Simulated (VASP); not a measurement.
# Mo in VASP: single point with PBEsol

Aim: the single point of Mo with PBEsol.

Everything below comes from runs of VASP 6.6.1. Logs are shortened: lines on timing, memory, paths and dates and some standing lists are left out, and cuts for length are marked.

## 1. The cell of the first run

The cell holds a slab with vacuum, 17 atoms: a = 6.300 Å, b = 5.456 Å, c = 17.682 Å, α = 90.00°, β = 90.00°, γ = 54.74°.

## 2. Single point, PBEsol

INCAR reads:

```
SYSTEM = Mo
ALGO = Normal
EDIFF = 1E-6
ENCUT = 520
GGA = PS
ISIF = 2
ISMEAR = 0
LASPH = .True.
LCHARG = .False.
LREAL = Auto
LWAVE = .False.
NBANDS = 133
NELM = 100
PREC = Accurate
SIGMA = 0.1
```

KPOINTS reads:

```
k-points
0
Gamma
  3 4 1
  0 0 0
```

POSCAR reads:

```
Mo
1.0
    6.3000000000      0.0000000000      0.0000000000
    3.1500000000      4.4547730000      0.0000000000
    0.0000000000      0.0000000000     17.6821590000
Mo
17
Direct
   -0.2500000561      0.5000001122      0.0565541798
    0.2499999439      0.5000001122      0.0565541798
   -0.2500000000      1.0000000000      0.0565541798
    0.2500000000      1.0000000000      0.0565541798
    0.0014625355     -0.0003403091      0.1763570840
    0.5042214015     -0.0032796284      0.1763181182
    0.0043120673      0.4947542782      0.1754260325
    0.5008579734      0.5003132595      0.1752317689
   -0.2418354044      0.4951987453      0.3023478072
    0.2518905182      0.4966513445      0.3007390104
   -0.2402847416      0.9951126578      0.2977732527
    0.2558327663      0.9932458960      0.3005168091
    0.0214325599     -0.0166533738      0.4256247215
    0.5212082484     -0.0106057031      0.4203685760
    0.0153303772      0.4857598805      0.4257229561
    0.5165320772      0.4805825123      0.4247472269
    0.3669780090     -0.1389042719      0.5233666884
```

Potentials or basis: VASP PAW PBE potentials, release 64 (Mo_sv).

Started as:

```console
> cat potpaw_PBE.64/Mo_sv/POTCAR > POTCAR
> mpirun -np 1 vasp_std > vasp.out
```

OUTCAR:

```text
SYSTEM = Mo
   EDIFF = 1E-6
   ENCUT = 520
   GGA = PS
   ISIF = 2
   ISMEAR = 0
   LASPH = .True.
   LREAL = Auto
   NELM = 100
   PREC = Accurate

 ion  position               nearest neighbor table
   1  0.750  0.500  0.057-   8 2.62   7 2.63   3 2.73   4 2.73   4 2.73   3 2.73   6 3.06   5 3.07
                             2 3.15   2 3.15
   2  0.250  0.500  0.057-   7 2.62   8 2.63   4 2.73   3 2.73   3 2.73   4 2.73   5 3.07   6 3.08
                             1 3.15   1 3.15
   3  0.750  0.000  0.057-   6 2.63   5 2.64   1 2.73   2 2.73   2 2.73   1 2.73   8 3.06   7 3.08
                             4 3.15   4 3.15
   4  0.250  0.000  0.057-   5 2.63   6 2.65   2 2.73   1 2.73   1 2.73   2 2.73   7 3.05   8 3.06
                             3 3.15   3 3.15
   5  0.001  1.000  0.176-   4 2.63  11 2.64   3 2.64  12 2.71   7 2.71   8 2.72   8 2.73   7 2.74
                             2 3.07   1 3.07   9 3.14  10 3.14   6 3.14   6 3.16
   6  0.504  0.997  0.176-   3 2.63   4 2.65  11 2.68  12 2.70   8 2.72   7 2.72   7 2.73   8 2.74
                             1 3.06   2 3.08  10 3.13   5 3.14   9 3.16   5 3.16
   7  0.004  0.495  0.175-   2 2.62   1 2.63   5 2.71  10 2.71   6 2.72   9 2.73   6 2.73   5 2.74
                             4 3.05   3 3.08  11 3.11  12 3.14   8 3.15   8 3.15
   8  0.501  0.500  0.175-   1 2.62   2 2.63   6 2.72  10 2.72   5 2.72   5 2.73   6 2.74   9 2.76
                             4 3.06   3 3.06  12 3.12  11 3.12   7 3.15   7 3.15
   9  0.758  0.495  0.302-  16 2.67  15 2.70  12 2.72  11 2.72   7 2.73  12 2.73  11 2.73   8 2.76
                            14 3.03  10 3.12   5 3.14  13 3.15   6 3.16  10 3.19
  10  0.252  0.497  0.301-  15 2.69  11 2.70   7 2.71  12 2.72   8 2.72  16 2.73  12 2.73  11 2.76
                            13 3.10  14 3.10   9 3.12   6 3.13   5 3.14   9 3.19
  11  0.760  0.995  0.298-   5 2.64  14 2.65   6 2.68  10 2.70   9 2.72   9 2.73  10 2.76  13 2.78
                             7 3.11  16 3.12  12 3.12   8 3.12  12 3.18  15 3.20
  12  0.256  0.993  0.301-  13 2.68  14 2.69   6 2.70   5 2.71   9 2.72  10 2.72  10 2.73   9 2.73
                            15 3.12   8 3.12  11 3.12   7 3.14  16 3.17  11 3.18
  13  0.021  0.983  0.426-  17 2.55  12 2.68  16 2.72  15 2.72  15 2.74  16 2.74  11 2.78  10 3.10
                            14 3.13   9 3.15  14 3.17
  14  0.521  0.989  0.420-  17 2.35  11 2.65  16 2.66  12 2.69  15 2.72  15 2.74  16 2.79   9 3.03
                            10 3.10  13 3.13  13 3.17
  15  0.015  0.486  0.426-  10 2.69   9 2.70  14 2.72  13 2.72  13 2.74  14 2.74  12 3.12  16 3.14
                            16 3.16  11 3.20  17 3.28
  16  0.517  0.481  0.425-  17 2.45  14 2.66   9 2.67  13 2.72  10 2.73  13 2.74  14 2.79  11 3.12
                            15 3.14  15 3.16  12 3.17
  17  0.367  0.861  0.523-  14 2.35  16 2.45  13 2.55  15 3.28

  LATTYP: Found a base centered orthorhombic cell.
 ALAT       =     6.3000000000
 B/A-ratio  =     1.4142136508
 C/A-ratio  =     2.8066919048

  Lattice vectors:

 A1 = (   3.1500000000,  -4.4547730000,   0.0000000000)
 A2 = (   3.1500000000,   4.4547730000,   0.0000000000)
 A3 = (   0.0000000000,   0.0000000000,  17.6821590000)

Analysis of symmetry for initial positions (statically):
=====================================================================
 Subroutine PRICEL returns:
 Original cell was already a primitive cell.

 Routine SETGRP: Setting up the symmetry group for a
 base centered orthorhombic supercell.

 Subroutine GETGRP returns: Found  1 space group operations
 (whereof  1 operations were pure point group operations)
 out of a pool of  8 trial point group operations.

The static configuration has the point symmetry C_1 .

Analysis of symmetry for dynamics (positions and initial velocities):
=====================================================================
 Subroutine PRICEL returns:
 Original cell was already a primitive cell.

 Routine SETGRP: Setting up the symmetry group for a
 base centered orthorhombic supercell.

 Subroutine GETGRP returns: Found  1 space group operations
 (whereof  1 operations were pure point group operations)
 out of a pool of  8 trial point group operations.

The dynamic configuration has the point symmetry C_1 .

 Subroutine INISYM returns: Found  1 space group operations
 (whereof  1 operations are pure point group operations),
 and found     1 'primitive' translations

----------------------------------------------------------------------------------------

                                     Primitive cell

  volume of cell :     496.2510

  direct lattice vectors                    reciprocal lattice vectors
     6.300000000  0.000000000  0.000000000     0.158730159 -0.112239165  0.000000000
[... 57 lines left out ...]
     0.000000000  0.056119582  0.000000000     0.000000000  0.250000000  0.000000000
     0.000000000  0.000000000  0.056554180     0.000000000  0.000000000  1.000000000

  Length of vectors
     0.064801315  0.056119582  0.056554180

  Shift w.r.t. Gamma in fractional coordinates (k-lattice)
     0.000000000  0.000000000  0.000000000

 WARNING: IBZKPT: internal override: KBLOWUP is changed to .FALSE.
      ... skipping the blow-up phase ...

 Subroutine IBZKPT returns following result:
 ===========================================

 Found      7 irreducible k-points:

 Following reciprocal coordinates:
            Coordinates               Weight
  0.000000  0.000000  0.000000      1.000000
  0.333333  0.000000  0.000000      2.000000
  0.000000  0.250000  0.000000      2.000000
  0.333333  0.250000  0.000000      2.000000
 -0.333333  0.250000  0.000000      2.000000
  0.000000  0.500000  0.000000      1.000000
  0.333333  0.500000  0.000000      2.000000
   k-points           NKPTS =      7   k-points in BZ     NKDIM =      7   number of bands    NBANDS=    133
   number of dos      NEDOS =    301   number of ions     NIONS =     17
   total plane-waves  NPLWV = 282240
   dimension x,y,z NGX =    48 NGY =   42 NGZ =  140
   dimension x,y,z NGXF=    96 NGYF=   84 NGZF=  280
   ions per type =              17
   NGX,Y,Z   is equivalent  to a cutoff of  12.67, 12.80, 13.16 a.u.
   NGXF,Y,Z  is equivalent  to a cutoff of  25.33, 25.60, 26.33 a.u.
 SYSTEM =  Mo
   PREC   = accura    normal or accurate (medium, high low for compatibility)
   ISTART =      0    job   : 0-new  1-cont  2-samecut
   ICHARG =      2    charge: 1-file 2-atom 10-const
   ISPIN  =      1    spin polarized calculation?
   LNONCOLLINEAR =      F non collinear calculations
   LSORBIT =      F    spin-orbit coupling
   LASPH  =      T    aspherical Exc in radial PAW
   ENCUT  =  520.0 eV  38.22 Ry    6.18 a.u.  11.71 10.14 32.88*2*pi/ulx,y,z
   NELM   =    100;   NELMIN=  2; NELMDL= -5     # of ELM steps
   EDIFF  = 0.1E-05   stopping-criterion for ELM
   LREAL  =      T    real-space projection
   EDIFFG = 0.1E-04   stopping-criterion for IOM
   NSW    =      0    number of steps for IOM
   IBRION =     -1    ionic relax: 0-MD 1-quasi-New 2-CG
   NFREE  =      0    steps in history (QN), initial steepest desc. (CG)
   ISIF   =      2    stress and relaxation
   ISYM   =      2    0-nonsym 1-usesym 2-fastsym
   POTIM  = 0.5000    time-step for ionic-motion
   TEBEG  =    0.0;   TEEND  =   0.0 temperature during run
   PSTRESS=    0.0 pullay stress
   NELECT =     238.0000    total number of electrons
   NUPDOWN=      -1.0000    fix difference up-down
   EMIN   =  10.00;   EMAX   =-10.00  energy-range for DOS
   EFERMI =   0.00;   METHOD = LEGACY
   ISMEAR =     0;   SIGMA  =   0.10  broadening in eV -4-tet -1-fermi 0-gaus
   EFERMI_NEDOS =   21; number of points for ismear=-14 and -15
   IALGO  =     38    algorithm
   IMIX   =      4    mixing-type and parameters
     AMIX     =   0.40;   BMIX     =  1.00
     AMIX_MAG =   1.60;   BMIX_MAG =  1.00
  volume/ion in A,a.u.               =      29.19       196.99
  Fermi-wavevector in a.u.,A,eV,Ry     =   1.281445  2.421580 22.342148  1.642102
  Thomas-Fermi vector in A             =   2.413815
   LORBIT       =      0    0 simple, 1 ext, 2 COOP (PROOUT), +10 PAW based schemes
   GGA     = PS    functional components
   LHFCALC =     F    Hartree Fock is set to
   AEXX    =    0.0000 exact exchange contribution
   IVDW    =     0    specifies the selected vdW correction
   LEPSILON=     F    determine dielectric tensor
   LRPA    =     F    only Hartree local field effects (RPA)
 non-spin polarized calculation
 Gauss-broadening in eV      SIGMA  =   0.10
  energy-cutoff  :      520.00
  volume of cell :      496.25
 maximum number of plane-waves:     13400
   NGX = 23   NGY = 21   NGZ = 65

 number of electron     238.0000005 magnetization

 Free energy of the ion-electron system (eV)
  ---------------------------------------------------
  ext. energy  EPLUGINS =         0.00000000
  ---------------------------------------------------
  free energy    TOTEN  =      -187.85072300 eV

  energy without entropy =     -187.79320053  energy(sigma->0) =     -187.82196177

 E-fermi :   4.7759     XC(G=0):  -8.3714

 val. band max:        4.7242260329   @ k =   0.3333   0.0000   0.0000
 cond. band min:       4.7764516137   @ k =   0.3333   0.5000   0.0000
 fundamental gap:      0.0522255808
 Fermi energy:         4.7758623903

 k-point     1 :       0.0000    0.0000    0.0000
  band No.  band energies     occupation
      1     -56.4075      2.00000
      2     -56.2514      2.00000
      3     -56.1979      2.00000
      4     -56.1962      2.00000
      5     -56.1495      2.00000
      6     -56.1267      2.00000
[... 927 lines left out ...]
    130       5.6296      0.00000
    131       5.7115      0.00000
 [bands above 131 left out]

------------------------ aborting loop because EDIFF is reached ----------------------------------------

  FORCE on cell =-STRESS in cart. coord.  units (eV):
  Direction    XX          YY          ZZ          XY          YZ          ZX
  --------------------------------------------------------------------------------------
  -------------------------------------------------------------------------------------
  Total      -16.3127675    -11.8453636      0.4364408      2.9004976      1.9167973     -1.9107364
  in kB      -52.6667852    -38.2434935      1.4090762      9.3644369      6.1884993     -6.1689313
  external PRESSURE =     -29.8337342 kB  Pullay stress =       0.0000000 kB

 VOLUME and BASIS-vectors are now :
 -----------------------------------------------------------------------------
  energy-cutoff  :      520.00
  volume of cell :      496.25
      direct lattice vectors                 reciprocal lattice vectors
     6.300000000  0.000000000  0.000000000     0.158730159 -0.112239165  0.000000000
     3.150000000  4.454773000  0.000000000     0.000000000  0.224478329  0.000000000
     0.000000000  0.000000000 17.682159000     0.000000000  0.000000000  0.056554180

 POSITION                                       TOTAL-FORCE (eV/Angst)
 -----------------------------------------------------------------------------------
      6.30000      2.22739      1.00000        -0.034709     -0.007314      0.030986
      3.15000      2.22739      1.00000         0.019846      0.024879      0.134447
      4.72500      0.00000      1.00000         0.052100     -0.052551      0.029339
      1.57500      0.00000      1.00000         0.043074     -0.063075     -0.260408
      3.15814      4.45326      3.11837         0.003029     -0.017468     -0.000417
      6.31626      4.44016      3.11769         0.009892     -0.003770     -0.003969
[... 9 lines left out ...]
      4.76799      2.14089      7.51045         0.096882     -0.069722      0.032465
      5.02441      3.83599      9.25425        -0.542056      0.516595      0.079210
 -----------------------------------------------------------------------------------
    total drift:                               -0.002711      0.001813      0.002663

  FREE ENERGIE OF THE ION-ELECTRON SYSTEM (eV)
  ---------------------------------------------------
  free  energy   TOTEN  =      -187.8507229992 eV

  energy  without entropy=     -187.7932005326  energy(sigma->0) =     -187.82196177
```

Run time: 44 min. Hardware: 1 thread of Intel Xeon 8259CL, shared host; peak memory 0.77 GiB.

Results:

```
Free energy            : -187.8507 eV
Largest force          : 0.753 eV/Å
Band gap on the k mesh : zero (bands 119 and 120 overlap by 1.53 eV)
```

Forces on the atoms (eV/Å):
```
Mo  -0.035 -0.007  0.031
Mo   0.020  0.025  0.134
Mo   0.052 -0.053  0.029
Mo   0.043 -0.063 -0.260
Mo   0.003 -0.017  0.000
Mo   0.010 -0.004 -0.004
Mo   0.016 -0.007 -0.025
Mo   0.011 -0.015 -0.010
Mo   0.009 -0.016  0.025
Mo   0.056 -0.034  0.046
Mo   0.019 -0.015  0.006
Mo   0.035 -0.020 -0.005
Mo   0.018 -0.049 -0.036
Mo   0.093 -0.055 -0.049
Mo   0.094 -0.117  0.006
Mo   0.097 -0.070  0.032
Mo  -0.542  0.517  0.079
```

Levels at points of the mesh, in eV from the Fermi level:
```tsv
k point	band 116	band 117	band 118	band 119	band 120	band 121	band 122	band 123
(0.00, 0.00, 0.00)	0.48	0.75	0.90	0.96	0.98	1.06	1.20	1.25
(0.00, 0.50, 0.00)	-0.81	-0.79	-0.78	-0.71	-0.57	-0.51	-0.30	-0.21
```

Caveat: the PAW data sets were made with another functional, which shifts forces and pressure a little.
